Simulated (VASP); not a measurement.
# Pb (P6_3/mmc) in VASP: further runs

Aim: see how the results for Pb move with the level of theory and the settings. Levels: LDA, PBE, PBEsol, RPBE. Tasks: single point.

Program: VASP 6.6.1. These are calculated values, not measurements. Logs are shortened: lines on timing, memory, paths and dates and some standing lists are left out, and cuts for length are marked.

**1. The cell of the first run**

Symmetry: P6_3/mmc, No. 194, hexagonal system. Conventional cell: a = 3.480 Å, b = 3.480 Å, c = 5.590 Å, α = 90.00°, β = 90.00°, γ = 120.00°. Within 4.5 Å of Pb (site symmetry -6m2) lie 12 Pb at 3.44 to 3.48 Å.

**2. Single point, LDA**

Input file INCAR:

```
SYSTEM = Pb
PREC     = Accurate       ! precision mode
ENCUT    = 520            ! plane-wave cutoff, eV
EDIFF    = 1E-6           ! SCF threshold, eV
ISMEAR   = -1             ! smearing method
SIGMA    = 0.05           ! smearing width, eV
LREAL    = .False.        ! projectors in reciprocal space
LASPH    = .True.         ! aspherical terms in the spheres
NELM     = 100            ! most SCF steps
ALGO     = Normal         ! electronic algorithm
ISIF     = 2              ! what is computed and relaxed
LWAVE    = .False.        ! write WAVECAR
LCHARG   = .True.         ! write CHGCAR
LELF     = .True.         ! ELF
LVHAR    = .True.       
NBANDS   = 21             ! bands
```

Input file KPOINTS:

```
regular mesh
0
Gamma
  9 9 5
  0 0 0
```

Input file POSCAR:

```
Pb
1.0
    3.4800000000      0.0000000000      0.0000000000
   -1.7400000000      3.0137684052      0.0000000000
    0.0000000000      0.0000000000      5.5900000000
Pb
2
Direct
    0.6666666667      0.3333333333      0.7500000000
    0.3333333333      0.6666666667      0.2500000000
```

Potentials or basis: VASP PAW LDA potentials, release 64 (Pb_d).

The run is started by

```console
$ cat potpaw_LDA.64/Pb_d/POTCAR > POTCAR
$ mpirun -np 1 vasp_std > vasp.out
```

OUTCAR:

```text
SYSTEM = Pb
   PREC = Accurate
   ENCUT = 520
   EDIFF = 1E-6
   ISMEAR = -1
   LREAL = .False.
   LASPH = .True.
   NELM = 100
   ISIF = 2

 ion  position               nearest neighbor table
   1  0.667  0.333  0.750-   2 3.44   2 3.44   2 3.44   2 3.44   2 3.44   2 3.44
   2  0.333  0.667  0.250-   1 3.44   1 3.44   1 3.44   1 3.44   1 3.44   1 3.44

  LATTYP: Found a hexagonal cell.
 ALAT       =     3.4800000000
 C/A-ratio  =     1.6063218391

  Lattice vectors:

 A1 = (   3.4800000000,   0.0000000000,   0.0000000000)
 A2 = (  -1.7400000000,   3.0137684052,   0.0000000000)
 A3 = (   0.0000000000,   0.0000000000,   5.5900000000)

Analysis of symmetry for initial positions (statically):
=====================================================================
 Subroutine PRICEL returns:
 Original cell was already a primitive cell.

 Routine SETGRP: Setting up the symmetry group for a
 hexagonal supercell.

 Subroutine GETGRP returns: Found 24 space group operations
 (whereof 12 operations were pure point group operations)
 out of a pool of 24 trial point group operations.

The static configuration has the point symmetry D_3d.
 The point group associated with its full space group is D_6h.

Analysis of symmetry for dynamics (positions and initial velocities):
=====================================================================
 Subroutine PRICEL returns:
 Original cell was already a primitive cell.

 Routine SETGRP: Setting up the symmetry group for a
 hexagonal supercell.

 Subroutine GETGRP returns: Found 24 space group operations
 (whereof 12 operations were pure point group operations)
 out of a pool of 24 trial point group operations.

The dynamic configuration has the point symmetry D_3d.
 The point group associated with its full space group is D_6h.

 Subroutine INISYM returns: Found 24 space group operations
 (whereof 12 operations are pure point group operations),
 and found     1 'primitive' translations

----------------------------------------------------------------------------------------

                                     Primitive cell

  volume of cell :      58.6274

  direct lattice vectors                    reciprocal lattice vectors
     3.480000000  0.000000000  0.000000000     0.287356322  0.165905250  0.000000000
    -1.740000000  3.013768405  0.000000000     0.000000000  0.331810500  0.000000000
     0.000000000  0.000000000  5.590000000     0.000000000  0.000000000  0.178890877

  length of vectors
     3.480000000  3.480000000  5.590000000     0.331810500  0.331810500  0.178890877

  position of ions in fractional coordinates (direct lattice)
     0.666666667  0.333333333  0.750000000
     0.333333333  0.666666667  0.250000000

  ion indices of the primitive-cell ions
   primitive index   ion index
                 1           1
                 2           2

----------------------------------------------------------------------------------------

 KPOINTS: regular mesh

Automatic generation of k-mesh.
 Grid dimensions read from file:
 generate k-points for:    9    9    5

 Generating k-lattice:

  Cartesian coordinates                     Fractional coordinates (reciprocal lattice)
     0.031928480  0.018433917  0.000000000     0.111111111 -0.000000000  0.000000000
     0.000000000  0.036867833  0.000000000     0.000000000  0.111111111  0.000000000
     0.000000000  0.000000000  0.035778175     0.000000000  0.000000000  0.200000000

  Length of vectors
     0.036867833  0.036867833  0.035778175

  Shift w.r.t. Gamma in fractional coordinates (k-lattice)
     0.000000000  0.000000000  0.000000000

 Subroutine IBZKPT returns following result:
 ===========================================

 Found     36 irreducible k-points:

 Following reciprocal coordinates:
            Coordinates               Weight
  0.000000  0.000000  0.000000      1.000000
  0.111111  0.000000  0.000000      6.000000
  0.222222  0.000000  0.000000      6.000000
  0.333333  0.000000  0.000000      6.000000
  0.444444  0.000000  0.000000      6.000000
  0.111111  0.111111  0.000000      6.000000
[... 16 lines left out ...]
  0.333333  0.222222  0.200000     24.000000
  0.333333  0.333333  0.200000      4.000000
 [... further k-points ...]
   k-points           NKPTS =     36   k-points in BZ     NKDIM =     36   number of bands    NBANDS=     21
   number of dos      NEDOS =    301   number of ions     NIONS =      2
   total plane-waves  NPLWV =  32928
   dimension x,y,z NGX =    28 NGY =   28 NGZ =   42
   dimension x,y,z NGXF=    56 NGYF=   56 NGZF=   84
   ions per type =               2
   NGX,Y,Z   is equivalent  to a cutoff of  13.38, 13.38, 12.49 a.u.
   NGXF,Y,Z  is equivalent  to a cutoff of  26.75, 26.75, 24.98 a.u.
 SYSTEM =  Pb
   PREC   = accura    normal or accurate (medium, high low for compatibility)
   ISTART =      0    job   : 0-new  1-cont  2-samecut
   ICHARG =      2    charge: 1-file 2-atom 10-const
   ISPIN  =      1    spin polarized calculation?
   LNONCOLLINEAR =      F non collinear calculations
   LSORBIT =      F    spin-orbit coupling
   LASPH  =      T    aspherical Exc in radial PAW
   ENCUT  =  520.0 eV  38.22 Ry    6.18 a.u.   6.47  6.47 10.39*2*pi/ulx,y,z
   NELM   =    100;   NELMIN=  2; NELMDL= -5     # of ELM steps
   EDIFF  = 0.1E-05   stopping-criterion for ELM
   LREAL  =      F    real-space projection
   EDIFFG = 0.1E-04   stopping-criterion for IOM
   NSW    =      0    number of steps for IOM
   IBRION =     -1    ionic relax: 0-MD 1-quasi-New 2-CG
   NFREE  =      0    steps in history (QN), initial steepest desc. (CG)
   ISIF   =      2    stress and relaxation
   ISYM   =      2    0-nonsym 1-usesym 2-fastsym
   POTIM  = 0.5000    time-step for ionic-motion
   TEBEG  =    0.0;   TEEND  =   0.0 temperature during run
   PSTRESS=    0.0 pullay stress
   NELECT =      28.0000    total number of electrons
   NUPDOWN=      -1.0000    fix difference up-down
   EMIN   =  10.00;   EMAX   =-10.00  energy-range for DOS
   EFERMI =   0.00;   METHOD = LEGACY
   ISMEAR =    -1;   SIGMA  =   0.05  broadening in eV -4-tet -1-fermi 0-gaus
   EFERMI_NEDOS =   21; number of points for ismear=-14 and -15
   IALGO  =     38    algorithm
   IMIX   =      4    mixing-type and parameters
     AMIX     =   0.40;   BMIX     =  1.00
     AMIX_MAG =   1.60;   BMIX_MAG =  1.00
  volume/ion in A,a.u.               =      29.31       197.82
  Fermi-wavevector in a.u.,A,eV,Ry     =   1.279658  2.418203 22.279870  1.637524
  Thomas-Fermi vector in A             =   2.412131
   LORBIT       =      0    0 simple, 1 ext, 2 COOP (PROOUT), +10 PAW based schemes
   GGA     = CA    functional components
   LHFCALC =     F    Hartree Fock is set to
   AEXX    =    0.0000 exact exchange contribution
   IVDW    =     0    specifies the selected vdW correction
   LEPSILON=     F    determine dielectric tensor
   LRPA    =     F    only Hartree local field effects (RPA)
 non-spin polarized calculation
  energy-cutoff  :      520.00
  volume of cell :       58.63
 maximum number of plane-waves:      1595
 NGX is ok and might be reduce to    28
   NGX = 13   NGY = 13   NGZ = 21

 number of electron      28.0000005 magnetization

 Free energy of the ion-electron system (eV)
  ---------------------------------------------------
  ext. energy  EPLUGINS =         0.00000000
  ---------------------------------------------------
  free energy    TOTEN  =        -8.45940417 eV

  energy without entropy =       -8.44862296  energy(sigma->0) =       -8.45401357

 E-fermi :   7.3520     XC(G=0): -10.6191

 val. band max:        7.3518959050   @ k =   0.3333   0.1111   0.2000
 cond. band min:       7.4264101510   @ k =   0.2222   0.1111   0.4000
 fundamental gap:      0.0745142460
 Fermi energy:         7.3519719954

 k-point     1 :       0.0000    0.0000    0.0000
  band No.  band energies     occupation
      1      -9.6766      2.00000
      2      -9.6271      2.00000
      3      -9.6271      2.00000
      4      -9.6261      2.00000
      5      -9.6019      2.00000
      6      -9.6019      2.00000
[... 13 lines left out ...]
     20      16.4928      0.00000
     21      18.9567      0.00000

 k-point     2 :       0.1111    0.0000    0.0000
  band No.  band energies     occupation
      1      -9.6789      2.00000
      2      -9.6424      2.00000
      3      -9.6000      2.00000
      4      -9.5965      2.00000
      5      -9.5816      2.00000
      6      -9.5724      2.00000
[... 13 lines left out ...]
     20      17.4975      0.00000
     21      18.1082      0.00000

 k-point     3 :       0.2222    0.0000    0.0000
  band No.  band energies     occupation
      1      -9.7252      2.00000
      2      -9.6281      2.00000
      3      -9.6038      2.00000
      4      -9.5884      2.00000
      5      -9.5756      2.00000
      6      -9.5188      2.00000
[... 13 lines left out ...]
     20      17.0809      0.00000
     21      18.2660      0.00000

 k-point     4 :       0.3333    0.0000    0.0000
  band No.  band energies     occupation
      1      -9.7750      2.00000
      2      -9.6574      2.00000
      3      -9.6431      2.00000
      4      -9.6178      2.00000
      5      -9.5245      2.00000
      6      -9.4665      2.00000
[... 13 lines left out ...]
     20      16.2486      0.00000
     21      17.9985      0.00000

 k-point     5 :       0.4444    0.0000    0.0000
  band No.  band energies     occupation
      1      -9.8059      2.00000
      2      -9.6954      2.00000
      3      -9.6574      2.00000
      4      -9.6358      2.00000
      5      -9.4926      2.00000
      6      -9.4905      2.00000
[... 13 lines left out ...]
     20      15.8098      0.00000
     21      17.8192      0.00000
[... 382 lines left out ...]
     20      15.2943      0.00000
     21      18.5683      0.00000

 k-point    22 :       0.2222    0.2222    0.2000
  band No.  band energies     occupation
      1      -9.6945      2.00000
      2      -9.6596      2.00000
      3      -9.6335      2.00000
      4      -9.6317      2.00000
      5      -9.5368      2.00000
      6      -9.4876      2.00000
[... 13 lines left out ...]
     20      17.6089      0.00000
     21      18.2572      0.00000

 k-point    23 :       0.3333    0.2222    0.2000
  band No.  band energies     occupation
      1      -9.7080      2.00000
      2      -9.6751      2.00000
      3      -9.6336      2.00000
      4      -9.5847      2.00000
      5      -9.5500      2.00000
      6      -9.4714      2.00000
[... 13 lines left out ...]
     20      18.1825      0.00000
     21      18.7981      0.00000

 k-point    24 :       0.3333    0.3333    0.2000
  band No.  band energies     occupation
      1      -9.7092      2.00000
      2      -9.6350      2.00000
      3      -9.6350      2.00000
      4      -9.5262      2.00000
      5      -9.5241      2.00000
      6      -9.5241      2.00000
[... 13 lines left out ...]
     20      20.0711      0.00000
     21      20.0713      0.00000

 [... further k-points ...]
[... 5 lines left out ...]
  --------------------------------------------------------------------------------------
  -------------------------------------------------------------------------------------
  Total       -0.6405480     -0.6405480      0.7107084      0.0000000      0.0000000      0.0000000
  in kB      -17.5049677    -17.5049677     19.4223196      0.0000000      0.0000000      0.0000000
  external PRESSURE =      -5.1958720 kB  Pullay stress =       0.0000000 kB

 VOLUME and BASIS-vectors are now :
 -----------------------------------------------------------------------------
  energy-cutoff  :      520.00
  volume of cell :       58.63
      direct lattice vectors                 reciprocal lattice vectors
     3.480000000  0.000000000  0.000000000     0.287356322  0.165905250  0.000000000
    -1.740000000  3.013768405  0.000000000     0.000000000  0.331810500  0.000000000
     0.000000000  0.000000000  5.590000000     0.000000000  0.000000000  0.178890877

 POSITION                                       TOTAL-FORCE (eV/Angst)
 -----------------------------------------------------------------------------------
      1.74000      1.00459      4.19250         0.000000      0.000000      0.000000
     -0.00000      2.00918      1.39750        -0.000000      0.000000      0.000000
 -----------------------------------------------------------------------------------
    total drift:                               -0.000000      0.000000      0.000000

  FREE ENERGIE OF THE ION-ELECTRON SYSTEM (eV)
  ---------------------------------------------------
  free  energy   TOTEN  =        -8.4594041723 eV

  energy  without entropy=       -8.4486229599  energy(sigma->0) =       -8.45401357
```

Wall time 23 s (1 thread of Intel Xeon Platinum 8375C at 2.90GHz (Ice Lake), shared host); peak memory 0.17 GiB.

Results:

```
Free energy            : -8.4594 eV
Pressure               : -0.5 GPa
Band gap on the k mesh : zero (band 14 reaches 13.06 eV, above the bottom of band 15 at 5.36 eV)
```

Stress tensor (GPa, compression positive):
```
-1.75  0.00  0.00
 0.00 -1.75  0.00
 0.00  0.00  1.94
```

Caveat: spin-orbit coupling is left out, which moves the levels of the heavy elements.

**3. Single point, PBE**

Input file INCAR:

```
SYSTEM = Pb
PREC = Accurate ; ENCUT = 520
EDIFF = 1E-6 ; ISMEAR = -1
SIGMA = 0.05 ; LREAL = .FALSE.
LASPH = .TRUE. ; NELM = 80
ALGO = Normal ; ISIF = 2
LWAVE = .FALSE. ; LCHARG = .FALSE.
GGA = PE ; NBANDS = 21
```

Input file KPOINTS:

```
Automatic mesh
0
G
  9 9 5
  0 0 0
```

POSCAR is that of step 2.

Potentials or basis: VASP PAW PBE potentials, release 64 (Pb_d).

The run is started by

```console
$ cat potpaw_PBE.64/Pb_d/POTCAR > POTCAR
$ mpirun -np 1 vasp_std > vasp.out
```

OUTCAR:

```text
SYSTEM = Pb
   PREC = Accurate
   ENCUT = 520
   EDIFF = 1E-6
   ISMEAR = -1
   LREAL = .FALSE.
   LASPH = .TRUE.
   NELM = 80
   ISIF = 2
   GGA = PE

 ion  position               nearest neighbor table
   1  0.667  0.333  0.750-   2 3.44   2 3.44   2 3.44   2 3.44   2 3.44   2 3.44
   2  0.333  0.667  0.250-   1 3.44   1 3.44   1 3.44   1 3.44   1 3.44   1 3.44

  LATTYP: Found a hexagonal cell.
 ALAT       =     3.4800000000
 C/A-ratio  =     1.6063218391

  Lattice vectors:

 A1 = (   3.4800000000,   0.0000000000,   0.0000000000)
 A2 = (  -1.7400000000,   3.0137684052,   0.0000000000)
 A3 = (   0.0000000000,   0.0000000000,   5.5900000000)

Analysis of symmetry for initial positions (statically):
=====================================================================
 Subroutine PRICEL returns:
 Original cell was already a primitive cell.

 Routine SETGRP: Setting up the symmetry group for a
 hexagonal supercell.

 Subroutine GETGRP returns: Found 24 space group operations
 (whereof 12 operations were pure point group operations)
[... 155 lines left out ...]

 number of electron      28.0000005 magnetization

 Free energy of the ion-electron system (eV)
  ---------------------------------------------------
  ext. energy  EPLUGINS =         0.00000000
  ---------------------------------------------------
  free energy    TOTEN  =        -7.01431232 eV

  energy without entropy =       -7.00376007  energy(sigma->0) =       -7.00903619

 E-fermi :   7.6330     XC(G=0): -10.3503

 val. band max:        7.6320659701   @ k =   0.3333   0.1111   0.2000
 cond. band min:       7.7114493080   @ k =   0.2222   0.1111   0.4000
 fundamental gap:      0.0793833379
 Fermi energy:         7.6330123359

 k-point     1 :       0.0000    0.0000    0.0000
  band No.  band energies     occupation
      1      -9.4675      2.00000
      2      -9.4199      2.00000
      3      -9.4199      2.00000
      4      -9.4179      2.00000
      5      -9.3950      2.00000
      6      -9.3950      2.00000
[... 565 lines left out ...]
     20      20.3213      0.00000
     21      20.3215      0.00000

 [... further k-points ...]
[... 5 lines left out ...]
  --------------------------------------------------------------------------------------
  -------------------------------------------------------------------------------------
  Total        1.0186783      1.0186783      2.4332736      0.0000000      0.0000000      0.0000000
  in kB       27.8385566     27.8385566     66.4967769      0.0000000      0.0000000      0.0000000
  external PRESSURE =      40.7246300 kB  Pullay stress =       0.0000000 kB

 VOLUME and BASIS-vectors are now :
 -----------------------------------------------------------------------------
  energy-cutoff  :      520.00
  volume of cell :       58.63
      direct lattice vectors                 reciprocal lattice vectors
     3.480000000  0.000000000  0.000000000     0.287356322  0.165905250  0.000000000
    -1.740000000  3.013768405  0.000000000     0.000000000  0.331810500  0.000000000
     0.000000000  0.000000000  5.590000000     0.000000000  0.000000000  0.178890877

 POSITION                                       TOTAL-FORCE (eV/Angst)
 -----------------------------------------------------------------------------------
      1.74000      1.00459      4.19250        -0.000000      0.000000      0.000000
     -0.00000      2.00918      1.39750         0.000000     -0.000000      0.000000
 -----------------------------------------------------------------------------------
    total drift:                               -0.000000      0.000000      0.000000

  FREE ENERGIE OF THE ION-ELECTRON SYSTEM (eV)
  ---------------------------------------------------
  free  energy   TOTEN  =        -7.0143123203 eV

  energy  without entropy=       -7.0037600693  energy(sigma->0) =       -7.00903619
```

OSZICAR:

```text
N       E                     dE             d eps       ncg     rms          rms(c)
DAV:   1     0.297601009304E+03    0.29760E+03   -0.14220E+04  1512   0.164E+03
DAV:   2     0.143069167583E+02   -0.28329E+03   -0.27712E+03  1527   0.412E+02
DAV:   3    -0.636574994163E+01   -0.20673E+02   -0.20437E+02  1880   0.137E+02
DAV:   4    -0.700887868069E+01   -0.64313E+00   -0.64284E+00  1814   0.271E+01
DAV:   5    -0.704148338360E+01   -0.32605E-01   -0.32604E-01  2069   0.564E+00    0.802E-01
DAV:   6    -0.702030513532E+01    0.21178E-01   -0.39929E-02  2105   0.266E+00    0.394E-01
DAV:   7    -0.701455349464E+01    0.57516E-02   -0.14842E-02  2107   0.165E+00    0.125E-01
DAV:   8    -0.701431841248E+01    0.23508E-03   -0.11197E-03  2042   0.442E-01    0.141E-02
DAV:   9    -0.701431279330E+01    0.56192E-05   -0.53644E-05  2078   0.111E-01    0.756E-03
DAV:  10    -0.701431232033E+01    0.47297E-06   -0.45205E-06  1642   0.266E-02
   1 F= -.70143123E+01 E0= -.70090362E+01  d E =-.105523E-01
```

It took 23 s on 1 thread of Intel Xeon Platinum 8375C at 2.90GHz (Ice Lake), shared host; peak memory 0.18 GiB.

Results:

- Free energy: -7.0143 eV
- Pressure: 4.1 GPa
- Band gap on the k mesh: zero (band 14 reaches 13.40 eV, above the bottom of band 15 at 5.62 eV)

Caveat: spin-orbit coupling is left out, which moves the levels of the heavy elements.

[end of part 1 of 2]
